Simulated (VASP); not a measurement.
# Ag (Im-3m) in VASP: further runs

The runs below take Ag through relaxation of cell and atoms, single point, with PBEsol, LDA, RPBE.

Program: VASP 6.6.1. These are calculated values, not measurements. Logs are shortened: lines on timing, memory, paths and dates and some standing lists are left out, and cuts for length are marked.

### 1 The cell of the first run

The structure is cubic, space group Im-3m (No. 229). Conventional cell: a = 3.311 Å, b = 3.311 Å, c = 3.311 Å, α = 90.00°, β = 90.00°, γ = 90.00°. Within 3.8 Å of Ag (site symmetry m-3m) lie 14 Ag at 2.87 to 3.31 Å.

### 2 Relaxation of cell and atoms, PBEsol, target pressure 30 GPa, at which the enthalpy is minimised

Contents of INCAR:

```
SYSTEM = Ag
  ALGO = Normal
  EDIFF = 1E-7
  EDIFFG = -0.01
  ENCUT = 600
  GGA = PS
  IBRION = 2
  ISIF = 3
  ISMEAR = -1
  LASPH = .True.
  LCHARG = .False.
  LREAL = .False.
  LWAVE = .False.
  NELM = 80
  NSW = 80
  PREC = Accurate
  PSTRESS = 300.0
  SIGMA = 0.05
```

Contents of KPOINTS:

```
k-points
0
Gamma
  11 11 11
  0 0 0
```

Contents of POSCAR:

```
Ag
1.0
   -1.6556540000      1.6556540000      1.6556540000
    1.6556540000     -1.6556540000      1.6556540000
    1.6556540000      1.6556540000     -1.6556540000
Ag
1
Direct
    0.0000000000      0.0000000000      0.0000000000
```

Potentials or basis: VASP PAW PBE potentials, release 64 (Ag).

Command:

```sh
$ cat potpaw_PBE.64/Ag/POTCAR > POTCAR
$ mpirun -np 1 vasp_std > vasp.out
```

OUTCAR:

```text
SYSTEM = Ag
   EDIFF = 1E-7
   EDIFFG = -0.01
   ENCUT = 600
   GGA = PS
   IBRION = 2
   ISIF = 3
   ISMEAR = -1
   LASPH = .True.
   LREAL = .False.
   NELM = 80
   NSW = 80
   PREC = Accurate
   PSTRESS = 300.0

 ion  position               nearest neighbor table
   1  0.000  0.000  0.000-

  LATTYP: Found a body centered cubic cell.
 ALAT       =     3.3113080000

  Lattice vectors:

 A1 = (  -1.6556540000,   1.6556540000,   1.6556540000)
 A2 = (   1.6556540000,  -1.6556540000,   1.6556540000)
 A3 = (   1.6556540000,   1.6556540000,  -1.6556540000)

Analysis of symmetry for initial positions (statically):
=====================================================================
 Subroutine PRICEL returns:
 Original cell was already a primitive cell.

 Routine SETGRP: Setting up the symmetry group for a
 body centered cubic supercell.

 Subroutine GETGRP returns: Found 48 space group operations
[... 9 lines left out ...]

 Routine SETGRP: Setting up the symmetry group for a
 body centered cubic supercell.

 Subroutine GETGRP returns: Found 48 space group operations
[... 11 lines left out ...]
                                     Primitive cell

  volume of cell :      18.1538

  direct lattice vectors                    reciprocal lattice vectors
    -1.655654000  1.655654000  1.655654000     0.000000000  0.301995465  0.301995465
     1.655654000 -1.655654000  1.655654000     0.301995465  0.000000000  0.301995465
     1.655654000  1.655654000 -1.655654000     0.301995465  0.301995465  0.000000000

  length of vectors
     2.867676848  2.867676848  2.867676848     0.427086083  0.427086083  0.427086083

  position of ions in fractional coordinates (direct lattice)
     0.000000000  0.000000000  0.000000000

  ion indices of the primitive-cell ions
   primitive index   ion index
                 1           1

----------------------------------------------------------------------------------------

 KPOINTS: k-points

Automatic generation of k-mesh.
 Grid dimensions read from file:
 generate k-points for:   11   11   11

 Generating k-lattice:

  Cartesian coordinates                     Fractional coordinates (reciprocal lattice)
     0.000000000  0.027454133  0.027454133     0.090909091  0.000000000  0.000000000
     0.027454133  0.000000000  0.027454133     0.000000000  0.090909091  0.000000000
     0.027454133  0.027454133  0.000000000     0.000000000  0.000000000  0.090909091

  Length of vectors
     0.038826008  0.038826008  0.038826008

  Shift w.r.t. Gamma in fractional coordinates (k-lattice)
     0.000000000  0.000000000  0.000000000

 Subroutine IBZKPT returns following result:
 ===========================================

 Found     56 irreducible k-points:

 Following reciprocal coordinates:
            Coordinates               Weight
  0.000000  0.000000  0.000000      1.000000
  0.090909  0.000000  0.000000     12.000000
  0.181818  0.000000  0.000000     12.000000
  0.272727  0.000000  0.000000     12.000000
  0.363636  0.000000  0.000000     12.000000
  0.454545  0.000000  0.000000     12.000000
[... 16 lines left out ...]
  0.272727  0.181818  0.090909     48.000000
  0.363636  0.181818  0.090909     24.000000
 [... further k-points ...]
   k-points           NKPTS =     56   k-points in BZ     NKDIM =     56   number of bands    NBANDS=      9
   number of dos      NEDOS =    301   number of ions     NIONS =      1
   total plane-waves  NPLWV =  13824
   dimension x,y,z NGX =    24 NGY =   24 NGZ =   24
   dimension x,y,z NGXF=    48 NGYF=   48 NGZF=   48
   ions per type =               1
   NGX,Y,Z   is equivalent  to a cutoff of  13.91, 13.91, 13.91 a.u.
   NGXF,Y,Z  is equivalent  to a cutoff of  27.83, 27.83, 27.83 a.u.
 SYSTEM =  Ag
   PREC   = accura    normal or accurate (medium, high low for compatibility)
   ISTART =      0    job   : 0-new  1-cont  2-samecut
   ICHARG =      2    charge: 1-file 2-atom 10-const
   ISPIN  =      1    spin polarized calculation?
   LNONCOLLINEAR =      F non collinear calculations
   LSORBIT =      F    spin-orbit coupling
   LASPH  =      T    aspherical Exc in radial PAW
   ENCUT  =  600.0 eV  44.10 Ry    6.64 a.u.   5.73  5.73  5.73*2*pi/ulx,y,z
   NELM   =     80;   NELMIN=  2; NELMDL= -5     # of ELM steps
   EDIFF  = 0.1E-06   stopping-criterion for ELM
   LREAL  =      F    real-space projection
   EDIFFG = -.1E-01   stopping-criterion for IOM
   NSW    =     80    number of steps for IOM
   IBRION =      2    ionic relax: 0-MD 1-quasi-New 2-CG
   NFREE  =      1    steps in history (QN), initial steepest desc. (CG)
   ISIF   =      3    stress and relaxation
   ISYM   =      2    0-nonsym 1-usesym 2-fastsym
   POTIM  = 0.5000    time-step for ionic-motion
   TEBEG  =    0.0;   TEEND  =   0.0 temperature during run
   PSTRESS=  300.0 pullay stress
   NELECT =      11.0000    total number of electrons
   NUPDOWN=      -1.0000    fix difference up-down
   EMIN   =  10.00;   EMAX   =-10.00  energy-range for DOS
   EFERMI =   0.00;   METHOD = LEGACY
   ISMEAR =    -1;   SIGMA  =   0.05  broadening in eV -4-tet -1-fermi 0-gaus
   EFERMI_NEDOS =   21; number of points for ismear=-14 and -15
   IALGO  =     38    algorithm
   IMIX   =      4    mixing-type and parameters
     AMIX     =   0.40;   BMIX     =  1.00
     AMIX_MAG =   1.60;   BMIX_MAG =  1.00
  volume/ion in A,a.u.               =      18.15       122.51
  Fermi-wavevector in a.u.,A,eV,Ry     =   1.385318  2.617871 26.111022  1.919106
  Thomas-Fermi vector in A             =   2.509739
   LORBIT       =      0    0 simple, 1 ext, 2 COOP (PROOUT), +10 PAW based schemes
   GGA     = PS    functional components
   LHFCALC =     F    Hartree Fock is set to
   AEXX    =    0.0000 exact exchange contribution
   IVDW    =     0    specifies the selected vdW correction
   LEPSILON=     F    determine dielectric tensor
   LRPA    =     F    only Hartree local field effects (RPA)
 conjugate gradient relaxation of ions
 non-spin polarized calculation
  energy-cutoff  :      600.00
  volume of cell :       18.15
 maximum number of plane-waves:       621
   NGX = 11   NGY = 11   NGZ = 11

--------------------------------------- Ionic step        1  -------------------------------------------

 number of electron      11.0000001 magnetization

 Free energy of the ion-electron system (eV)
  ---------------------------------------------------
  ext. energy  EPLUGINS =         0.00000000
  ---------------------------------------------------
  free energy    TOTEN  =        -3.24699455 eV

  energy without entropy =       -3.24352527  energy(sigma->0) =       -3.24525991

 E-fermi :   7.3564     XC(G=0): -12.0407

 val. band max:        7.3280340159   @ k =  -0.3636   0.4545   0.0909
 cond. band min:       7.5397580096   @ k =  -0.4545   0.4545   0.0909
 fundamental gap:      0.2117239937
 Fermi energy:         7.3563632036

 k-point     1 :       0.0000    0.0000    0.0000
  band No.  band energies     occupation
      1       0.0209      2.00000
      2       2.7346      2.00000
      3       2.7346      2.00000
      4       2.7346      2.00000
      5       3.9515      2.00000
      6       3.9515      2.00000
      7      25.1033      0.00000
      8      25.1033      0.00000
      9      25.1033      0.00000
[... 265 lines left out ...]
 k-point    24 :       0.3636    0.1818    0.0909
  band No.  band energies     occupation
      1       1.9152      2.00000
      2       2.1869      2.00000
      3       3.3832      2.00000
      4       3.9904      2.00000
      5       4.0984      2.00000
      6      10.0630      0.00000
      7      11.5302      0.00000
      8      15.9048      0.00000
      9      18.3985      0.00000

 [... further k-points ...]
[... 5 lines left out ...]
  --------------------------------------------------------------------------------------
  -------------------------------------------------------------------------------------
  Total       -0.8413074     -0.8413074     -0.8413074      0.0000000      0.0000000      0.0000000
  in kB      -74.2500142    -74.2500142    -74.2500142      0.0000000      0.0000000      0.0000000
  external PRESSURE =    -374.2500142 kB  Pullay stress =     300.0000000 kB
[... 90 lines left out ...]
  FREE ENERGIE OF THE ION-ELECTRON SYSTEM (eV)
  ---------------------------------------------------
  free  energy   TOTEN  =        -3.1557639848 eV

  energy  without entropy=       -3.1513312724  energy(sigma->0) =       -3.15354763

  enthalpy is  TOTEN    =        -0.4096447080 eV   P V=        2.7461192768

[... ionic steps 4 to 13 ...]

--------------------------------------- Ionic step       14  -------------------------------------------

 number of electron      11.0000001 magnetization

------------------------ aborting loop because EDIFF is reached ----------------------------------------

  FORCE on cell =-STRESS in cart. coord.  units (eV):
  Direction    XX          YY          ZZ          XY          YZ          ZX
  --------------------------------------------------------------------------------------
  -------------------------------------------------------------------------------------
  Total        2.6371064      2.6371064      2.6371064      0.0000000      0.0000000      0.0000000
  in kB      296.7237285    296.7237285    296.7237285      0.0000000      0.0000000      0.0000000
  external PRESSURE =      -3.2762715 kB  Pullay stress =     300.0000000 kB
[... 59 lines left out ...]
  enthalpy is  TOTEN    =        -0.4205487043 eV   P V=        2.6607242724

--------------------------------------- Ionic step       16  -------------------------------------------

 number of electron      11.0000001 magnetization

 Free energy of the ion-electron system (eV)
  ---------------------------------------------------
  ext. energy  EPLUGINS =         0.00000000
  ---------------------------------------------------
  free energy    TOTEN  =        -3.08344679 eV

  energy without entropy =       -3.07948714  energy(sigma->0) =       -3.08146697

 E-fermi :  11.0360     XC(G=0): -13.5284

 val. band max:       11.0315024906   @ k =  -0.3636   0.4545   0.0909
 cond. band min:      11.1160496941   @ k =  -0.2727   0.4545   0.0909
 fundamental gap:      0.0845472034
 Fermi energy:        11.0360412435

 k-point     1 :       0.0000    0.0000    0.0000
  band No.  band energies     occupation
      1       1.7589      2.00000
      2       5.3498      2.00000
      3       5.3498      2.00000
      4       5.3498      2.00000
      5       7.1605      2.00000
      6       7.1605      2.00000
      7      29.5083      0.00000
      8      29.5083      0.00000
      9      29.5083      0.00000
[... 265 lines left out ...]
 k-point    24 :       0.3636    0.1818    0.0909
  band No.  band energies     occupation
      1       4.0768      2.00000
      2       4.4706      2.00000
      3       6.1708      2.00000
      4       7.2453      2.00000
      5       7.4135      2.00000
      6      14.1568      0.00000
      7      16.5799      0.00000
      8      21.0643      0.00000
      9      23.7554      0.00000

 [... further k-points ...]
[... 5 lines left out ...]
  --------------------------------------------------------------------------------------
  -------------------------------------------------------------------------------------
  Total        2.6646856      2.6646856      2.6646856     -0.0000000      0.0000000      0.0000000
  in kB      300.2023145    300.2023145    300.2023145     -0.0000000      0.0000000      0.0000000
  external PRESSURE =       0.2023145 kB  Pullay stress =     300.0000000 kB
[... 16 lines left out ...]
  FREE ENERGIE OF THE ION-ELECTRON SYSTEM (eV)
  ---------------------------------------------------
  free  energy   TOTEN  =        -3.0834467921 eV

  energy  without entropy=       -3.0794871393  energy(sigma->0) =       -3.08146697

  enthalpy is  TOTEN    =        -0.4205570047 eV   P V=        2.6628897874

 reached required accuracy - stopping structural energy minimisation
```

It took 60 s on 1 thread of AMD EPYC 9R45 (Zen 5), shared host; peak memory 0.13 GiB.

What came out:

| Property | Result |
| --- | --- |
| Free energy | -3.0834 eV |
| Relaxed volume | 14.22 Å³/atom |
| Relaxed cell | a = 2.644 Å, b = 2.644 Å, c = 2.644 Å, α = 109.47°, β = 109.47°, γ = 109.47° |
| Space group after relaxing (to 0.05 Å) | Im-3m (No. 229) |
| Energy change on relaxing (the enthalpy is what falls) | +163.5 meV/atom |
| Ionic steps | 16 |
| Pressure after relaxing | 30.0 GPa |

Step by step:
```
step  energy change (eV)  largest force (eV/Å)  pressure (GPa)  volume (Å³)
   1              0.0000                0.0000           -7.43        18.15
   2              4.6707                0.0000          373.00         9.14
   3              0.0912                0.0000           22.36        14.67
   4              0.1244                0.0000           25.99        14.45
   5              0.1646                0.0000           30.12        14.22
   6              0.1512                0.0000           28.77        14.29
   7              0.1522                0.0000           28.86        14.28
   8              0.1549                0.0000           29.14        14.27
   9              0.1550                0.0000           29.14        14.27
  10              0.1552                0.0000           29.17        14.27
  11              0.1555                0.0000           29.21        14.26
  12              0.1562                0.0000           29.27        14.26
  13              0.1575                0.0000           29.40        14.25
  14              0.1602                0.0000           29.67        14.24
  15              0.1657                0.0000           30.21        14.21
  16              0.1635                0.0000           30.02        14.22
```

Final structure:
```
Ag
1.0
    -1.52626    1.52626    1.52626
     1.52626   -1.52626    1.52626
     1.52626    1.52626   -1.52626
Ag
1
Direct
  0.00000 0.00000 0.00000
```

Levels at points of the mesh, in eV from the Fermi level:
```
           k point  band 4  band 5  band 6  band 7  band 8  band 9
(0.00, 0.00, 0.00)   -5.69   -3.88   -3.88   18.47   18.47   18.47
```

Caveat: the cell is relaxed towards a set pressure, so the enthalpy falls and the energy may rise; the volume moved by over 15 % at a fixed basis, so the end points are rough; the PAW data sets were made with another functional, which shifts forces and pressure a little.

[end of part 1 of 2]
